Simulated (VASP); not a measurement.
**H6C2O: single point with PBE+D3(BJ)**

The system is H6C2O.

```xyz
36
Lattice="7.3484 0.0000 0.0000 0.0000 7.3484 0.0000 0.0000 0.0000 7.3484" Properties=species:S:1:pos:R:3 pbc="T T T"
O     7.1024    2.4328    5.7099
O     4.3655    3.5188    2.5160
O     7.3768    5.8023   -0.0139
O     6.2435    0.2268    2.2339
C     6.9051    1.8387    4.6776
C     3.8330    2.5381    2.9274
C     6.3860    5.1730    0.1428
C     7.1185    0.4018    1.3929
C     2.9753    5.6661    4.4105
C     4.0893    0.8187    7.1837
C     1.3502    3.4071    0.6801
C    -0.0352    5.0015    3.5907
H     7.3470    2.2390    3.7327
H     6.3559    0.8577    4.7051
H     3.2502    1.6877    2.4279
H     4.0300    2.2282    4.0150
H     5.9756    4.4799   -0.6845
H     5.9352    5.0858    1.0554
H     6.8946    1.0451    0.5099
H     8.1794   -0.0270    1.4062
H     3.4581    6.5240    4.8218
H     3.2257    5.6117    3.3319
H     1.9228    5.6697    4.6867
H     3.4220    4.7906    4.8875
H     3.0632    0.6227    7.5719
H     4.4939    1.7728    7.5144
H     4.1033    0.9787    6.0371
H     4.8306    0.1025    7.2705
H     1.9954    2.6732    0.9406
H     0.4016    3.1569    1.0656
H     1.2743    3.4356   -0.4536
H     1.6289    4.4271    1.0952
H     0.1118    6.1075    3.1771
H    -0.1175    4.2438    2.8313
H    -0.9650    4.9249    4.0680
H     0.7049    4.7524    4.4044
```

```
Program             : VASP 6.6.1
Task                : single point
Functional          : PBE
Dispersion          : D3(BJ)
Potentials or basis : VASP PAW PBE potentials, release 64 (O, C, H)
Cutoff              : 520 eV
k mesh              : 1 × 1 × 1
Occupations         : fermi-dirac, width 0.02 eV
Spin                : no spin polarisation
```

- Pressure: 2.1 GPa
- Largest force: 4.295 eV/Å
- Band gap on the k mesh: 3.01 eV
- Dispersion energy per atom: -0.039 eV

Forces in eV/Å, atoms in the order of the input:
```
O   -0.139  0.536  0.797
O    0.312  1.366 -1.592
O    2.190  2.091 -1.088
O    0.392 -0.058  0.040
C    0.187 -0.763 -0.324
C   -0.036 -3.050  2.448
C   -1.186 -2.776 -3.055
C    0.375  0.283 -0.418
C    0.423 -0.547 -0.199
C   -1.334  2.094 -2.696
C   -0.525  3.437 -2.082
C    1.472  1.859  0.278
H   -0.349 -0.350 -0.059
H    0.113  0.344 -0.507
H    0.221  1.219 -0.422
H   -0.335  0.327 -0.401
H    0.248  0.733  0.579
H   -1.836  0.066  3.001
H    0.209 -0.182 -0.032
H   -0.860  0.460  0.587
H    0.458  0.865  0.414
H   -0.586  0.029  0.370
H    0.335  0.378 -0.335
H    0.162 -0.183  0.088
H    0.858 -0.165 -0.314
H   -0.068  0.206  0.563
H   -0.691 -0.251  1.372
H    1.139 -1.899  0.904
H    2.377 -2.248  0.946
H   -1.429 -0.282  0.438
H    0.145  0.144  1.374
H   -0.017 -1.253 -0.477
H   -0.247 -2.553  0.848
H    0.572 -0.185 -0.631
H   -1.775  0.373  0.803
H   -0.773 -0.067 -1.221
```

Stress tensor (GPa, compression positive):
```
 3.49 -0.31  0.14
-0.31  1.61  0.20
 0.14  0.20  1.30
```

Levels at points of the mesh, in eV from the valence-band top:
```
           k point  band 37  band 38  band 39  band 40  band 41  band 42  band 43  band 44
(0.00, 0.00, 0.00)    -0.53    -0.42    -0.33     0.00     3.01     3.19     3.49     3.95
```

Wall time 46 s on 1 thread of Intel(R) Xeon(R) 6975P-C (Granite Rapids), with other jobs on the host, peak memory 0.38 GiB.

Caveat: the k points lie up to 0.86 Å⁻¹ apart.
